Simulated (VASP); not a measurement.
# TaN in VASP: relaxation of the atoms with PBE

Aim: the relaxation of the atoms of TaN with PBE.

All numbers are computed with VASP 6.6.1; they aren't measurements. Logs are shortened: lines on timing, memory, paths and dates and some standing lists are left out, and cuts for length are marked.

## 1. The cell of the first run

The cell holds a slab with vacuum, 4 atoms: a = 3.123 Å, b = 3.123 Å, c = 18.209 Å, α = 90.00°, β = 90.00°, γ = 90.00°.

## 2. Relaxation of the atoms, PBE

Input file INCAR:

```
SYSTEM = TaN
PREC     = Accurate       ! precision mode
ENCUT    = 520            ! plane-wave cutoff, eV
EDIFF    = 1E-6           ! SCF threshold, eV
ISMEAR   = -1             ! smearing method
SIGMA    = 0.08           ! smearing width, eV
LREAL    = .False.        ! projectors in reciprocal space
LASPH    = .True.         ! aspherical terms in the spheres
NELM     = 100            ! most SCF steps
ALGO     = Normal         ! electronic algorithm
ISIF     = 2              ! what is computed and relaxed
LWAVE    = .False.        ! write WAVECAR
LCHARG   = .False.        ! write CHGCAR
LDIPOL   = .True.       
IDIPOL   = 3            
DIPOL    = 0.5 0.5 0.500
GGA      = PE             ! functional
IBRION   = 2              ! ionic algorithm
NSW      = 32             ! ionic steps
EDIFFG   = -0.01          ! ionic threshold
```

Input file KPOINTS:

```
Automatic mesh
0
Gamma
  13 13 1
  0 0 0
```

Input file POSCAR:

```
TaN
1.0
    3.1233934579      0.0000000000      0.0000000000
    0.0000000000      3.1233934579      0.0000000000
    0.0000000000      0.0000000000     18.2086000000
Ta N
2 2
Direct
    0.0000000000      0.0000000000      0.4464927893
    0.5000000000      0.5000000000      0.5535072038
    0.5000000000      0.5000000000      0.4321849920
    0.0000000000      0.0000000000      0.5678150148
```

Potentials or basis: VASP PAW PBE potentials, release 64 (Ta_pv, N).

Run with:

```console
cat potpaw_PBE.64/Ta_pv/POTCAR potpaw_PBE.64/N/POTCAR > POTCAR
mpirun -np 1 vasp_std > vasp.out
```

OUTCAR:

```text
SYSTEM = TaN
   PREC = Accurate
   ENCUT = 520
   EDIFF = 1E-6
   ISMEAR = -1
   LREAL = .False.
   LASPH = .True.
   NELM = 100
   ISIF = 2
   GGA = PE
   IBRION = 2
   NSW = 32
   EDIFFG = -0.01

 ion  position               nearest neighbor table
   1  0.000  0.000  0.446-   4 2.21   3 2.22   3 2.22   3 2.22   3 2.22   2 2.95   2 2.95   2 2.95
                             2 2.95
   2  0.500  0.500  0.554-   3 2.21   4 2.22   4 2.22   4 2.22   4 2.22   1 2.95   1 2.95   1 2.95
                             1 2.95
   3  0.500  0.500  0.432-   2 2.21   1 2.22   1 2.22   1 2.22   1 2.22
   4  0.000  0.000  0.568-   1 2.21   2 2.22   2 2.22   2 2.22   2 2.22

  LATTYP: Found a simple tetragonal cell.
 ALAT       =     3.1233934579
 C/A-ratio  =     5.8297490359

  Lattice vectors:

 A1 = (   3.1233934579,   0.0000000000,   0.0000000000)
 A2 = (   0.0000000000,   3.1233934579,   0.0000000000)
 A3 = (   0.0000000000,   0.0000000000,  18.2086000000)

Analysis of symmetry for initial positions (statically):
=====================================================================
 Subroutine PRICEL returns:
 Original cell was already a primitive cell.

 Routine SETGRP: Setting up the symmetry group for a
 simple tetragonal supercell.

 Subroutine GETGRP returns: Found 16 space group operations
 (whereof  8 operations were pure point group operations)
 out of a pool of 16 trial point group operations.

The static configuration has the point symmetry C_4v.
 The point group associated with its full space group is D_4h.

Analysis of symmetry for dynamics (positions and initial velocities):
=====================================================================
 Subroutine PRICEL returns:
 Original cell was already a primitive cell.

 Routine SETGRP: Setting up the symmetry group for a
 simple tetragonal supercell.

 Subroutine GETGRP returns: Found 16 space group operations
 (whereof  8 operations were pure point group operations)
 out of a pool of 16 trial point group operations.

The dynamic configuration has the point symmetry C_4v.
 The point group associated with its full space group is D_4h.

 Subroutine INISYM returns: Found 16 space group operations
 (whereof  8 operations are pure point group operations),
 and found     1 'primitive' translations

----------------------------------------------------------------------------------------

                                     Primitive cell

  volume of cell :     177.6356

  direct lattice vectors                    reciprocal lattice vectors
     3.123393458  0.000000000  0.000000000     0.320164595  0.000000000  0.000000000
     0.000000000  3.123393458  0.000000000     0.000000000  0.320164595  0.000000000
     0.000000000  0.000000000 18.208600000     0.000000000  0.000000000  0.054919104

  length of vectors
     3.123393458  3.123393458 18.208600000     0.320164595  0.320164595  0.054919104

  position of ions in fractional coordinates (direct lattice)
     0.000000000  0.000000000  0.446492789
     0.500000000  0.500000000  0.553507204
     0.500000000  0.500000000  0.432184992
     0.000000000  0.000000000  0.567815015

  ion indices of the primitive-cell ions
   primitive index   ion index
                 1           1
                 2           2
                 3           3
                 4           4

----------------------------------------------------------------------------------------

 KPOINTS: Automatic mesh

Automatic generation of k-mesh.
 Grid dimensions read from file:
[... 72 lines left out ...]
   ISYM   =      2    0-nonsym 1-usesym 2-fastsym
   POTIM  = 0.5000    time-step for ionic-motion
   TEBEG  =    0.0;   TEEND  =   0.0 temperature during run
   PSTRESS=    0.0 pullay stress
   NELECT =      32.0000    total number of electrons
   NUPDOWN=      -1.0000    fix difference up-down
   EMIN   =  10.00;   EMAX   =-10.00  energy-range for DOS
   EFERMI =   0.00;   METHOD = LEGACY
   ISMEAR =    -1;   SIGMA  =   0.08  broadening in eV -4-tet -1-fermi 0-gaus
   EFERMI_NEDOS =   21; number of points for ismear=-14 and -15
   IALGO  =     38    algorithm
   IMIX   =      4    mixing-type and parameters
     AMIX     =   0.40;   BMIX     =  1.00
     AMIX_MAG =   1.60;   BMIX_MAG =  1.00
  volume/ion in A,a.u.               =      44.41       299.69
  Fermi-wavevector in a.u.,A,eV,Ry     =   0.924588  1.747218 11.631113  0.854863
  Thomas-Fermi vector in A             =   2.050350
   LORBIT       =      0    0 simple, 1 ext, 2 COOP (PROOUT), +10 PAW based schemes
   GGA     = PE    functional components
   LHFCALC =     F    Hartree Fock is set to
   AEXX    =    0.0000 exact exchange contribution
   IVDW    =     0    specifies the selected vdW correction
   LEPSILON=     F    determine dielectric tensor
   LRPA    =     F    only Hartree local field effects (RPA)
 conjugate gradient relaxation of ions
 non-spin polarized calculation
  energy-cutoff  :      520.00
  volume of cell :      177.64
 maximum number of plane-waves:      4828
 NGX is ok and might be reduce to    24
   NGX = 11   NGY = 11   NGZ = 67

--------------------------------------- Ionic step        1  -------------------------------------------

 number of electron      32.0000001 magnetization

 Free energy of the ion-electron system (eV)
  ---------------------------------------------------
  ext. energy  EPLUGINS =         0.00000000
  ---------------------------------------------------
  free energy    TOTEN  =       -42.55424317 eV

  energy without entropy =      -42.50608523  energy(sigma->0) =      -42.53016420

------------------------ aborting loop because EDIFF is reached ----------------------------------------

  FORCE on cell =-STRESS in cart. coord.  units (eV):
  Direction    XX          YY          ZZ          XY          YZ          ZX
  --------------------------------------------------------------------------------------
  -------------------------------------------------------------------------------------
  Total       -7.9336292     -7.9336292      0.0497634      0.0000000     -0.0000000      0.0000000
  in kB      -71.5570671    -71.5570671      0.4488393      0.0000000     -0.0000000      0.0000000
  external PRESSURE =     -47.5550983 kB  Pullay stress =       0.0000000 kB

 VOLUME and BASIS-vectors are now :
 -----------------------------------------------------------------------------
  energy-cutoff  :      520.00
  volume of cell :      177.64
      direct lattice vectors                 reciprocal lattice vectors
     3.123393458  0.000000000  0.000000000     0.320164595  0.000000000  0.000000000
     0.000000000  3.123393458  0.000000000     0.000000000  0.320164595  0.000000000
     0.000000000  0.000000000 18.208600000     0.000000000  0.000000000  0.054919104

 POSITION                                       TOTAL-FORCE (eV/Angst)
 -----------------------------------------------------------------------------------
      0.00000      0.00000      8.13001         0.000000      0.000000     -0.024021
      1.56170      1.56170     10.07859        -0.000000     -0.000000      0.024021
      1.56170      1.56170      7.86948         0.000000     -0.000000     -0.015693
      0.00000      0.00000     10.33912         0.000000      0.000000      0.015693
 -----------------------------------------------------------------------------------
    total drift:                                0.000000      0.000000     -0.000002

  FREE ENERGIE OF THE ION-ELECTRON SYSTEM (eV)
  ---------------------------------------------------
  free  energy   TOTEN  =       -42.5542431721 eV

  energy  without entropy=      -42.5060852309  energy(sigma->0) =      -42.53016420

--------------------------------------- Ionic step        2  -------------------------------------------

 number of electron      32.0000001 magnetization

 dipolmoment           0.000000      0.000000      0.000000 electrons x Angstroem

 Free energy of the ion-electron system (eV)
  ---------------------------------------------------
  ext. energy  EPLUGINS =         0.00000000
  ---------------------------------------------------
  free energy    TOTEN  =       -42.55428277 eV

  energy without entropy =      -42.50599701  energy(sigma->0) =      -42.53013989

 E-fermi :  -0.3850     XC(G=0):  -4.3702

 val. band max:       -0.3970480664   @ k =   0.1538   0.1538   0.0000
 cond. band min:      -0.3758355030   @ k =   0.2308   0.0000   0.0000
 fundamental gap:      0.0212125634
 Fermi energy:        -0.3849766735

 k-point     1 :       0.0000    0.0000    0.0000
  band No.  band energies     occupation
      1     -36.2818      2.00000
      2     -36.0112      2.00000
      3     -36.0112      2.00000
      4     -35.8170      2.00000
      5     -35.7513      2.00000
      6     -35.7513      2.00000
[... 541 lines left out ...]
     19       2.2278      0.00000
     20       2.5234      0.00000

 [... further k-points ...]

------------------------ aborting loop because EDIFF is reached ----------------------------------------

 vacuum level on the upper side and lower side of the slab       (xc-potential included)        -0.212        -0.212

  FORCE on cell =-STRESS in cart. coord.  units (eV):
  Direction    XX          YY          ZZ          XY          YZ          ZX
  --------------------------------------------------------------------------------------
  -------------------------------------------------------------------------------------
  Total       -7.9606814     -7.9606814     -0.0151894      0.0000000      0.0000000      0.0000000
  in kB      -71.8010637    -71.8010637     -0.1370001      0.0000000      0.0000000      0.0000000
  external PRESSURE =     -47.9130425 kB  Pullay stress =       0.0000000 kB

 VOLUME and BASIS-vectors are now :
 -----------------------------------------------------------------------------
  energy-cutoff  :      520.00
  volume of cell :      177.64
      direct lattice vectors                 reciprocal lattice vectors
     3.123393458  0.000000000  0.000000000     0.320164595  0.000000000  0.000000000
     0.000000000  3.123393458  0.000000000     0.000000000  0.320164595  0.000000000
     0.000000000  0.000000000 18.208600000     0.000000000  0.000000000  0.054919104

 POSITION                                       TOTAL-FORCE (eV/Angst)
 -----------------------------------------------------------------------------------
      0.00000      0.00000      8.12885        -0.000000      0.000000      0.003070
      1.56170      1.56170     10.07975         0.000000      0.000000     -0.003070
      1.56170      1.56170      7.86873        -0.000000      0.000000     -0.004888
      0.00000      0.00000     10.33987         0.000000      0.000000      0.004888
 -----------------------------------------------------------------------------------
    total drift:                                0.000000     -0.000000     -0.000002

  FREE ENERGIE OF THE ION-ELECTRON SYSTEM (eV)
  ---------------------------------------------------
  free  energy   TOTEN  =       -42.5542827738 eV

  energy  without entropy=      -42.5059970058  energy(sigma->0) =      -42.53013989

 reached required accuracy - stopping structural energy minimisation

 vacuum level on the upper side and lower side of the slab         2.848         2.848
```

Run time: 3.8 min. Hardware: 1 thread of Oxide Virtual Turin-like, shared host; peak memory 0.28 GiB.

Results:

```
Free energy                  : -42.5543 eV
Energy gained by relaxing    : 0.0 meV/atom
Ionic steps                  : 2
Largest force after relaxing : 0.005 eV/Å
Band gap on the k mesh       : zero (bands 16 and 17 overlap by 1.47 eV)
```

Forces on the atoms (eV/Å):
```
Ta   0.000  0.000  0.003
Ta   0.000  0.000 -0.003
N    0.000  0.000 -0.005
N    0.000  0.000  0.005
```

Final structure:
```yaml
crystal:
  lattice:
    - [3.12339, 0.00000, 0.00000]
    - [0.00000, 3.12339, 0.00000]
    - [0.00000, 0.00000, 18.20860]
  atoms:
    - { symbol: Ta, position: [0.00000, 0.00000, 0.44643] }
    - { symbol: Ta, position: [0.50000, 0.50000, 0.55357] }
    - { symbol: N, position: [0.50000, 0.50000, 0.43214] }
    - { symbol: N, position: [0.00000, 0.00000, 0.56786] }
```

Levels at points of the mesh, in eV from the Fermi level:
```csv
k point,band 12,band 13,band 14,band 15,band 16,band 17,band 18,band 19,band 20
"(0.00, 0.00, 0.00)",-3.51,-3.51,-3.31,-3.31,-1.95,-0.47,-0.47,-0.44,0.80
```

Caveat: spin-orbit coupling is left out, which moves the levels of the heavy elements.

The gap in the log of VASP goes by the Fermi energy; the results here count the filled bands.